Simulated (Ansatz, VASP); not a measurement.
# ZnSe: VASP beside Ansatz

File POSCAR:

```
ZnSe
1.0
    0.0000000000      2.8324425407      2.8324425407
    2.8324425407      0.0000000000      2.8324425407
    2.8324425407      2.8324425407      0.0000000000
Zn Se
1 1
Direct
    0.0000000000      0.0000000000      0.0000000000
    0.7500000000      0.7500000000      0.7500000000
```

File INCAR.step1:

```
SYSTEM = ZnSe
PREC = Accurate
ENCUT = 550
ISMEAR = 0
SIGMA = 0.1
LREAL = .FALSE.
LASPH = .TRUE.
NELM = 120
NBANDS = 16
GGA = PE
ALGO = Normal
EDIFF = 1E-5
LWAVE = .TRUE.
LCHARG = .FALSE.
GGA_COMPAT = .FALSE.
```

File INCAR.step2:

```
SYSTEM = ZnSe
PREC = Accurate
ENCUT = 550
EDIFF = 1E-6
ISMEAR = 0
SIGMA = 0.1
LREAL = .FALSE.
LASPH = .TRUE.
NELM = 120
ALGO = Normal
ISIF = 2
LWAVE = .FALSE.
LCHARG = .FALSE.
METAGGA = R2SCAN
LMIXTAU = .TRUE.
NBANDS = 16
ISTART = 1
GGA_COMPAT = .FALSE.
```

Contents of KPOINTS:

```
regular mesh
0
G
  2 2 2
  0 0 0
```

Input for Ansatz:

```yaml
crystal:
  lattice:
    - [0.0, 2.8324425407, 2.8324425407]
    - [2.8324425407, 0.0, 2.8324425407]
    - [2.8324425407, 2.8324425407, 0.0]
  atoms:
    - { symbol: Zn, position: [0.0, 0.0, 0.0] }
    - { symbol: Se, position: [0.75, 0.75, 0.75] }
basis:
  ecutwfc: 500
kpoints:
  mp_grid: { grid: [2, 2, 2] }
hamiltonian:
  xc: r2scan
scf:
  occupations: { method: gaussian, width: 0.1 }
  max_iter: 92
output:
  forces: true
  stress: true
  eigenvalues: true
```

Alike in both runs: task single point; functional r2SCAN; k mesh 2 × 2 × 2; occupations gaussian, width 0.1 eV; no spin polarisation.

|  | VASP | Ansatz |
| --- | --- | --- |
| version | VASP 6.6.1 | Ansatz 0.2.0 |
| potentials or method | VASP PAW PBE potentials, release 64 (Zn, Se), cutoff 550 eV | scalar-relativistic, plane waves, PAW |
| valence electrons in the cell | 18 | 28 |

Ansatz gave:

```
gap on the k mesh at the Fermi level (eV) : 1.75
least direct gap on the mesh (eV)         : 1.75
pressure (GPa)                            : 5.8
```

Estimate VASP's values.

gap on the k mesh at the Fermi level (eV): 1.75; least direct gap on the mesh (eV): 1.75; pressure (GPa): 6.0.

VASP's potentials were made for PBE, not for r2SCAN. VASP's potentials hold 18 valence electrons a cell and Ansatz's 28, so a difference there can come from the potentials and not from the codes.

The k mesh is coarse, so the values compare programs but aren't converged.
